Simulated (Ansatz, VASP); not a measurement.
# One calculation of Sc, two programs

```
Sc
1.0
     3.31936    0.00000    0.00000
    -1.65968    2.87465    0.00000
     0.00000    0.00000    5.18426
Sc
2
Direct
  0.33333 0.66667 0.25000
  0.66667 0.33333 0.75000
```

Alike in both runs: task single point; functional PBE; k mesh 3 × 3 × 2; occupations fermi-dirac, width 0.1 eV; no spin polarisation.

|  | VASP | Ansatz |
| --- | --- | --- |
| version | VASP 6.6.1 | Ansatz 0.2.0 |
| potentials or method | VASP PAW PBE potentials, release 64 (Sc_sv), cutoff 520 eV | plane waves (420 eV) with PAW, scalar-relativistic |
| valence electrons in the cell | 22 | 22 |

|  | VASP | Ansatz | Ansatz less VASP |
| --- | --- | --- | --- |
| pressure (GPa) | -0.4 | -0.4 | -0.03 |
| traceless stress, the component that is largest in VASP (GPa) | -0.44 | -0.45 | -0.002 |

The functional is the same, so the differences come from potentials, cutoffs and numerics.

The k mesh is coarse, so the values compare programs but aren't converged.
